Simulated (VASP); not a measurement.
# SrTiTe3 in VASP: a series of runs

Runs on SrTiTe3. Level: PBE. Tasks: single point, relaxation of cell and atoms.

All numbers are computed with VASP 6.6.1; they aren't measurements. Logs are shortened: lines on timing, memory, paths and dates and some standing lists are left out, and cuts for length are marked.

## Step 1: The cell of the first run

Symmetry: P4/mmm, No. 123, tetragonal system. The conventional cell has a = 5.430 Å, b = 5.430 Å, c = 5.442 Å, α = 90.00°, β = 90.00°, γ = 90.00°. Within 5.0 Å of Sr (site symmetry 4/mmm) lie 12 Te at 3.84 Å and 8 Ti at 4.71 Å. Within 3.6 Å of Ti (site symmetry 4/mmm) lie 6 Te at 2.71 to 2.72 Å. Te (site symmetry 4/mmm) has 2 Ti at 2.72 Å within 3.6 Å. Within 3.6 Å of Te (site symmetry mmm) lie 2 Ti at 2.71 Å.

## Step 2: Single point, PBE

The input, INCAR:

```
PREC = Accurate
ENCUT = 520
EDIFF = 1E-6
ISMEAR = 0
SIGMA = 0.1
LREAL = F
LASPH = T
NELM = 100
ALGO = Normal
ISIF = 2
LWAVE = F
LCHARG = F
GGA = PE
NBANDS = 28
```

The input, KPOINTS:

```
Automatic mesh
0
Gamma
  4 4 4
```

The input, POSCAR:

```
SrTiTe3
1.0
    5.4296084160      0.0000000000      0.0000000000
    0.0000000000      5.4296084160      0.0000000000
    0.0000000000      0.0000000000      5.4416530292
Sr Ti Te
1 1 3
Direct
    0.5000000000      0.5000000000      0.5000000000
    0.0000000000      0.0000000000      0.0000000000
    0.0000000000      0.0000000000      0.5000000000
    0.0000000000      0.5000000000      0.0000000000
    0.5000000000      0.0000000000      0.0000000000
```

Potentials or basis: VASP PAW PBE potentials, release 64 (Sr_sv, Ti_sv, Te).

On the command line:

```sh
$ cat potpaw_PBE.64/Sr_sv/POTCAR potpaw_PBE.64/Ti_sv/POTCAR potpaw_PBE.64/Te/POTCAR > POTCAR
$ mpirun -np 1 vasp_std > vasp.out
```

OUTCAR:

```text
PREC = Accurate
   ENCUT = 520
   EDIFF = 1E-6
   ISMEAR = 0
   LREAL = F
   LASPH = T
   NELM = 100
   ISIF = 2
   GGA = PE

 ion  position               nearest neighbor table
   1  0.500  0.500  0.500-   3 3.84   3 3.84   3 3.84   3 3.84   5 3.84   4 3.84   5 3.84   5 3.84
                             5 3.84   4 3.84   4 3.84   4 3.84
   2  0.000  0.000  0.000-   4 2.71   5 2.71   4 2.71   5 2.71   3 2.72   3 2.72
   3  0.000  0.000  0.500-   2 2.72   2 2.72   1 3.84   1 3.84   1 3.84   1 3.84
   4  0.000  0.500  0.000-   2 2.71   2 2.71   1 3.84   1 3.84   1 3.84   1 3.84
   5  0.500  0.000  0.000-   2 2.71   2 2.71   1 3.84   1 3.84   1 3.84   1 3.84

  LATTYP: Found a simple tetragonal cell.
 ALAT       =     5.4296084160
 C/A-ratio  =     1.0022183208

  Lattice vectors:

 A1 = (   5.4296084160,   0.0000000000,   0.0000000000)
 A2 = (   0.0000000000,   5.4296084160,   0.0000000000)
 A3 = (   0.0000000000,   0.0000000000,   5.4416530292)

Analysis of symmetry for initial positions (statically):
=====================================================================
 Subroutine PRICEL returns:
 Original cell was already a primitive cell.

 Routine SETGRP: Setting up the symmetry group for a
 simple tetragonal supercell.

 Subroutine GETGRP returns: Found 16 space group operations
 (whereof 16 operations were pure point group operations)
 out of a pool of 16 trial point group operations.

The static configuration has the point symmetry D_4h.

Analysis of symmetry for dynamics (positions and initial velocities):
=====================================================================
 Subroutine PRICEL returns:
 Original cell was already a primitive cell.

 Routine SETGRP: Setting up the symmetry group for a
 simple tetragonal supercell.

 Subroutine GETGRP returns: Found 16 space group operations
 (whereof 16 operations were pure point group operations)
 out of a pool of 16 trial point group operations.

The dynamic configuration has the point symmetry D_4h.

 Subroutine INISYM returns: Found 16 space group operations
 (whereof 16 operations are pure point group operations),
 and found     1 'primitive' translations

----------------------------------------------------------------------------------------

                                     Primitive cell

  volume of cell :     160.4235

  direct lattice vectors                    reciprocal lattice vectors
[... 87 lines left out ...]
   LREAL  =      F    real-space projection
   EDIFFG = 0.1E-04   stopping-criterion for IOM
   NSW    =      0    number of steps for IOM
   IBRION =     -1    ionic relax: 0-MD 1-quasi-New 2-CG
   NFREE  =      0    steps in history (QN), initial steepest desc. (CG)
   ISIF   =      2    stress and relaxation
   ISYM   =      2    0-nonsym 1-usesym 2-fastsym
   POTIM  = 0.5000    time-step for ionic-motion
   TEBEG  =    0.0;   TEEND  =   0.0 temperature during run
   PSTRESS=    0.0 pullay stress
   NELECT =      40.0000    total number of electrons
   NUPDOWN=      -1.0000    fix difference up-down
   EMIN   =  10.00;   EMAX   =-10.00  energy-range for DOS
   EFERMI =   0.00;   METHOD = LEGACY
   ISMEAR =     0;   SIGMA  =   0.10  broadening in eV -4-tet -1-fermi 0-gaus
   EFERMI_NEDOS =   21; number of points for ismear=-14 and -15
   IALGO  =     38    algorithm
   IMIX   =      4    mixing-type and parameters
     AMIX     =   0.40;   BMIX     =  1.00
     AMIX_MAG =   1.60;   BMIX_MAG =  1.00
  volume/ion in A,a.u.               =      32.08       216.52
  Fermi-wavevector in a.u.,A,eV,Ry     =   1.030399  1.947172 14.445614  1.061723
  Thomas-Fermi vector in A             =   2.164495
   LORBIT       =      0    0 simple, 1 ext, 2 COOP (PROOUT), +10 PAW based schemes
   GGA     = PE    functional components
   LHFCALC =     F    Hartree Fock is set to
   AEXX    =    0.0000 exact exchange contribution
   IVDW    =     0    specifies the selected vdW correction
   LEPSILON=     F    determine dielectric tensor
   LRPA    =     F    only Hartree local field effects (RPA)
 non-spin polarized calculation
 Gauss-broadening in eV      SIGMA  =   0.10
  energy-cutoff  :      520.00
  volume of cell :      160.42
 maximum number of plane-waves:      4361
   NGX = 21   NGY = 21   NGZ = 21

 number of electron      40.0000010 magnetization

 Free energy of the ion-electron system (eV)
  ---------------------------------------------------
  ext. energy  EPLUGINS =         0.00000000
  ---------------------------------------------------
  free energy    TOTEN  =       -23.01201771 eV

  energy without entropy =      -23.01194543  energy(sigma->0) =      -23.01198157

 E-fermi :   5.3765     XC(G=0):  -9.0659

 val. band max:        5.1693396902   @ k =   0.0000   0.0000   0.0000
 cond. band min:       5.5797524725   @ k =   0.5000   0.0000   0.5000
 fundamental gap:      0.4104127822
 Fermi energy:         5.3765150910

 k-point     1 :       0.0000    0.0000    0.0000
  band No.  band energies     occupation
      1     -52.5112      2.00000
      2     -31.4060      2.00000
      3     -28.7794      2.00000
      4     -28.7780      2.00000
      5     -28.7780      2.00000
      6     -13.3325      2.00000
[... 547 lines left out ...]
     27       8.3167      0.00000
     28       8.9054      0.00000

------------------------ aborting loop because EDIFF is reached ----------------------------------------

  FORCE on cell =-STRESS in cart. coord.  units (eV):
  Direction    XX          YY          ZZ          XY          YZ          ZX
  --------------------------------------------------------------------------------------
  -------------------------------------------------------------------------------------
  Total        0.1245661      0.1245661     -0.0026253      0.0000000     -0.0000000      0.0000000
  in kB        1.2440640      1.2440640     -0.0262197      0.0000000     -0.0000000      0.0000000
  external PRESSURE =       0.8206361 kB  Pullay stress =       0.0000000 kB

 VOLUME and BASIS-vectors are now :
 -----------------------------------------------------------------------------
  energy-cutoff  :      520.00
  volume of cell :      160.42
      direct lattice vectors                 reciprocal lattice vectors
     5.429608416  0.000000000  0.000000000     0.184175344  0.000000000  0.000000000
     0.000000000  5.429608416  0.000000000     0.000000000  0.184175344  0.000000000
     0.000000000  0.000000000  5.441653029     0.000000000  0.000000000  0.183767689

 POSITION                                       TOTAL-FORCE (eV/Angst)
 -----------------------------------------------------------------------------------
      2.71480      2.71480      2.72083         0.000000      0.000000      0.000000
      0.00000      0.00000      0.00000         0.000000      0.000000      0.000000
      0.00000      0.00000      2.72083         0.000000      0.000000      0.000000
      0.00000      2.71480      0.00000         0.000000      0.000000      0.000000
      2.71480      0.00000      0.00000         0.000000      0.000000      0.000000
 -----------------------------------------------------------------------------------
    total drift:                                0.000000      0.000000     -0.000000

  FREE ENERGIE OF THE ION-ELECTRON SYSTEM (eV)
  ---------------------------------------------------
  free  energy   TOTEN  =       -23.0120177106 eV

  energy  without entropy=      -23.0119454293  energy(sigma->0) =      -23.01198157
```

OSZICAR:

```text
N       E                     dE             d eps       ncg     rms          rms(c)
DAV:   1     0.294642125772E+03    0.29464E+03   -0.17105E+04  1032   0.126E+03
DAV:   2     0.481708593101E+01   -0.28983E+03   -0.28146E+03  1100   0.307E+02
DAV:   3    -0.245960708840E+02   -0.29413E+02   -0.28838E+02  1608   0.874E+01
DAV:   4    -0.259027589468E+02   -0.13067E+01   -0.13011E+01  1432   0.167E+01
DAV:   5    -0.259440822525E+02   -0.41323E-01   -0.41313E-01  1536   0.261E+00    0.144E+01
DAV:   6    -0.275226598425E+02   -0.15786E+01   -0.58648E+01  1264   0.309E+01    0.266E+01
DAV:   7    -0.237721476806E+02    0.37505E+01   -0.94089E+01  1364   0.393E+01    0.955E+00
DAV:   8    -0.231374500477E+02    0.63470E+00   -0.19325E+00  1140   0.768E+00    0.338E+00
DAV:   9    -0.230139963595E+02    0.12345E+00   -0.92334E-01  1416   0.514E+00    0.167E+00
DAV:  10    -0.230124501858E+02    0.15462E-02   -0.42094E-02  1224   0.135E+00    0.752E-01
DAV:  11    -0.230123309422E+02    0.11924E-03   -0.49565E-03  1380   0.396E-01    0.311E-01
DAV:  12    -0.230120947160E+02    0.23623E-03   -0.11014E-03  1516   0.167E-01    0.159E-01
DAV:  13    -0.230120441856E+02    0.50530E-04   -0.14126E-04  1400   0.564E-02    0.103E-01
DAV:  14    -0.230120206243E+02    0.23561E-04   -0.20316E-04  1400   0.789E-02    0.338E-02
DAV:  15    -0.230120192099E+02    0.14143E-05   -0.10928E-05  1300   0.228E-02    0.184E-02
DAV:  16    -0.230120178773E+02    0.13326E-05   -0.28115E-06  1028   0.107E-02    0.541E-03
DAV:  17    -0.230120177106E+02    0.16671E-06   -0.36525E-07   700   0.333E-03
   1 F= -.23012018E+02 E0= -.23011982E+02  d E =-.722813E-04
```

It took 71 s on 1 thread of Intel Xeon 6975P-C (Granite Rapids), shared host; peak memory 0.28 GiB.

What came out:

```yaml
Free_energy: -23.0120 eV
Pressure: 0.1 GPa
Band_gap_on_the_k_mesh: zero (band 20 reaches 5.79 eV, above the bottom of band 21 at 4.97 eV)
```

Stress tensor (GPa, compression positive):
```
0.12 0.00 0.00
0.00 0.12 0.00
0.00 0.00 0.00
```

Levels at points of the mesh, in eV from the Fermi level:
```csv
k point,band 16,band 17,band 18,band 19,band 20,band 21,band 22,band 23,band 24,band 25
"(0.00, 0.00, 0.00)",-1.19,-1.19,-0.44,-0.44,-0.44,-0.21,-0.21,-0.21,0.56,0.57
"(0.50, 0.00, 0.00)",-2.63,-2.63,-2.08,-0.68,-0.67,-0.36,0.68,1.01,1.01,1.39
"(0.50, 0.50, 0.00)",-2.75,-2.75,-2.12,-2.12,0.22,0.67,0.90,0.90,0.96,2.55
"(0.00, 0.00, 0.50)",-2.62,-2.62,-2.08,-0.66,-0.66,-0.36,0.68,1.00,1.00,1.40
"(0.50, 0.00, 0.50)",-2.74,-2.74,-2.12,-2.12,0.20,0.66,0.89,0.90,0.97,2.55
"(0.50, 0.50, 0.50)",-2.99,-2.98,0.40,0.40,0.41,0.85,0.85,0.86,0.88,2.93
```

Caveat: spin-orbit coupling is left out, which moves the levels of the heavy elements.

## Step 3: Single point, PBE

This run uses another cell than the first one, of 32.34 Å³/atom, 1.008 times its volume.

The input, INCAR:

```
SYSTEM = SrTiTe3
ALGO = Normal
EDIFF = 1E-7
ENCUT = 520
GGA = PE
ISIF = 2
ISMEAR = 0
LASPH = .True.
LCHARG = .False.
LREAL = .False.
LWAVE = .False.
NBANDS = 28
NELM = 100
PREC = Accurate
SIGMA = 0.1
```

The input, KPOINTS:

```
k-points
0
Gamma
  8 8 8
  0 0 0
```

POSCAR: that of step 2 with these lines changed.

```diff
@@ -2,5 +2,5 @@
 1.0
-    5.4296084160      0.0000000000      0.0000000000
-    0.0000000000      5.4296084160      0.0000000000
-    0.0000000000      0.0000000000      5.4416530292
+    5.4479929478      0.0000000000      0.0000000000
+    0.0000000000      5.4479929478      0.0000000000
+    0.0000000000      0.0000000000      5.4479929478
 Sr Ti Te
```

Potentials or basis: VASP PAW PBE potentials, release 64 (Sr_sv, Ti_sv, Te).

On the command line:

```sh
$ cat potpaw_PBE.64/Sr_sv/POTCAR potpaw_PBE.64/Ti_sv/POTCAR potpaw_PBE.64/Te/POTCAR > POTCAR
$ mpirun -np 1 vasp_std > vasp.out
```

It took 2.5 min on 1 thread of Intel Xeon 6975P-C (Granite Rapids), shared host; peak memory 0.37 GiB.

Results (log left out):

```
Free energy            : -22.9109 eV
Pressure               : 0.0 GPa
Band gap on the k mesh : zero (band 20 reaches 5.70 eV, above the bottom of band 21 at 4.87 eV)
```

Levels at points of the mesh, in eV from the Fermi level:
| k point | band 16 | band 17 | band 18 | band 19 | band 20 | band 21 | band 22 | band 23 | band 24 | band 25 |
| --- | --- | --- | --- | --- | --- | --- | --- | --- | --- | --- |
| (0.00, 0.00, 0.00) | -1.21 | -1.21 | -0.48 | -0.48 | -0.48 | -0.25 | -0.25 | -0.25 | 0.51 | 0.51 |
| (0.50, 0.00, 0.00) | -2.64 | -2.64 | -2.09 | -0.71 | -0.71 | -0.41 | 0.61 | 0.95 | 0.95 | 1.33 |
| (0.50, 0.50, 0.00) | -2.75 | -2.75 | -2.13 | -2.13 | 0.18 | 0.61 | 0.84 | 0.84 | 0.90 | 2.53 |
| (0.50, 0.50, 0.50) | -3.02 | -3.02 | 0.37 | 0.37 | 0.37 | 0.80 | 0.80 | 0.80 | 0.86 | 2.90 |

Caveat: spin-orbit coupling is left out, which moves the levels of the heavy elements.

## Step 4: Single point, PBE, collinear spin, ferromagnetic start

The input, INCAR:

```
SYSTEM = SrTiTe3
PREC     = Accurate       ! precision mode
ENCUT    = 520            ! plane-wave cutoff, eV
EDIFF    = 1E-6           ! SCF threshold, eV
ISMEAR   = 0              ! smearing method
SIGMA    = 0.1            ! smearing width, eV
LREAL    = .FALSE.        ! projectors in reciprocal space
LASPH    = .TRUE.         ! aspherical terms in the spheres
NELM     = 150            ! most SCF steps
ALGO     = Normal         ! electronic algorithm
ISIF     = 2              ! what is computed and relaxed
LWAVE    = .FALSE.        ! write WAVECAR
LCHARG   = .FALSE.        ! write CHGCAR
ISPIN    = 2              ! spin polarisation
MAGMOM   = 0 1 0 0 0      ! initial moments
LORBIT   = 11             ! projections on sites
LMAXMIX  = 4              ! l up to which the mixer works
GGA      = PE             ! functional
NBANDS   = 32             ! bands
```

The input, KPOINTS:

```
Automatic mesh
0
G
  4 4 4
  0 0 0
```

POSCAR: that of step 3 with these lines changed.

```diff
@@ -2,5 +2,5 @@
 1.0
-    5.4479929478      0.0000000000      0.0000000000
-    0.0000000000      5.4479929478      0.0000000000
-    0.0000000000      0.0000000000      5.4479929478
+    5.4336232870      0.0000000000      0.0000000000
+    0.0000000000      5.4336232870      0.0000000000
+    0.0000000000      0.0000000000      5.4336232870
 Sr Ti Te
```

On the command line:

```sh
$ cat potpaw_PBE.64/Sr_sv/POTCAR potpaw_PBE.64/Ti_sv/POTCAR potpaw_PBE.64/Te/POTCAR > POTCAR
$ mpirun -np 1 vasp_std > vasp.out
```

Wall time 99 s (1 thread of Intel Xeon 6975P-C (Granite Rapids), shared host); peak memory 0.33 GiB.

Results (log left out):

```
Free energy                                           : -23.0121 eV
Pressure                                              : 0.1 GPa
Band gap on the k mesh                                : zero (filled and empty bands overlap)
Net moment                                            : 0.00 μB per cell
Valence electrons inside the program's atomic spheres : Sr 7.86; Ti 10.18; Te 3.45
```

Levels at points of the mesh, in eV from the Fermi level:
Spin up:
| k point | band 16 | band 17 | band 18 | band 19 | band 20 | band 21 | band 22 | band 23 | band 24 | band 25 |
| --- | --- | --- | --- | --- | --- | --- | --- | --- | --- | --- |
| (0.00, 0.00, 0.00) | -1.19 | -1.19 | -0.44 | -0.44 | -0.44 | -0.21 | -0.21 | -0.21 | 0.57 | 0.57 |
| (0.50, 0.00, 0.00) | -2.63 | -2.63 | -2.08 | -0.67 | -0.67 | -0.36 | 0.68 | 1.00 | 1.00 | 1.39 |
| (0.50, 0.50, 0.00) | -2.74 | -2.74 | -2.12 | -2.12 | 0.21 | 0.66 | 0.90 | 0.90 | 0.97 | 2.55 |
| (0.50, 0.50, 0.50) | -2.99 | -2.99 | 0.40 | 0.40 | 0.40 | 0.85 | 0.85 | 0.85 | 0.88 | 2.94 |
Spin down:
```csv
k point,band 17,band 18,band 19,band 20,band 21,band 22,band 23,band 24
"(0.00, 0.00, 0.00)",-1.19,-0.44,-0.44,-0.44,-0.21,-0.21,-0.21,0.56
"(0.50, 0.00, 0.00)",-2.63,-2.08,-0.67,-0.67,-0.36,0.68,1.00,1.00
"(0.50, 0.50, 0.00)",-2.74,-2.12,-2.12,0.21,0.66,0.90,0.90,0.97
"(0.50, 0.50, 0.50)",-2.99,0.40,0.40,0.40,0.85,0.85,0.85,0.88
```

Caveat: spin-orbit coupling is left out, which moves the levels of the heavy elements.

(Continued in part 2 of 2.)
